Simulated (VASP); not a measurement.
The system is Sn.

```
CELL_PARAMETERS angstrom
4.84270 0.00000 0.00000
0.00000 3.37532 0.00000
0.00000 0.00000 5.42517
ATOMIC_POSITIONS crystal
Sn 0.25000 0.50000 0.97788
Sn 0.75000 0.50000 0.02212
```

- Program: VASP 6.6.1
- Task: relaxation of cell and atoms
- Functional: PBE
- Potentials or basis: VASP PAW PBE potentials, release 64 (Sn_d)
- Cutoff: 600 eV
- k mesh: 4 × 6 × 4
- Occupations: gaussian, width 0.1 eV
- Spin: no spin polarisation

At the start: pressure 9.8 GPa; volume 44.34 Å³/atom.

Task: Where does the relaxation end?

Result: Over 48 steps the energy falls by 1355.9 meV/atom and the volume is 30.13 Å³/atom (-32.0 %); space group P4/mmm (No. 123, to 0.05 Å).

Step by step:
```csv
step,energy change (eV),largest force (eV/Å),pressure (GPa),volume (Å³)
1,0.0000,1.1151,9.81,88.68
3,-1.5149,0.0376,-2.17,105.65
5,-1.5153,0.0514,-1.96,104.99
7,-1.6758,0.0752,-0.53,96.42
9,-1.6808,0.0917,-0.01,94.33
11,-1.6859,0.0841,-0.05,93.26
13,-1.7305,0.0796,-0.39,86.05
15,-2.4816,0.0954,2.74,56.43
17,-2.4811,0.1194,1.76,57.20
19,-2.5335,0.0223,-0.06,59.03
21,-2.5766,0.0357,-0.78,59.75
23,-2.6616,0.0583,2.23,57.71
25,-2.6763,0.0592,1.80,58.38
27,-2.6876,0.0605,0.85,59.32
29,-2.6923,0.0649,-0.08,60.40
31,-2.6923,0.0716,-0.14,60.47
33,-2.6933,0.0740,0.03,60.25
35,-2.6948,0.0756,0.05,60.14
37,-2.6966,0.0704,0.02,59.96
39,-2.7009,0.0596,0.04,59.78
41,-2.7043,0.0372,0.35,59.44
43,-2.7080,0.0254,0.67,59.64
45,-2.7073,0.0368,0.08,60.57
47,-2.7119,0.0056,-0.46,60.31
48,-2.7119,0.0013,0.02,60.26
```

Final structure:
```xyz
2
Lattice="6.4775 0.0000 0.0000 0.0000 3.2369 0.0000 0.0000 0.0000 2.8742" Properties=species:S:1:pos:R:3 pbc="T T T"
Sn    1.6194    1.6184    0.0044
Sn    4.8582    1.6184    2.8698
```

Caveat: the volume moved by over 15 % at a fixed basis, so the end points are rough.
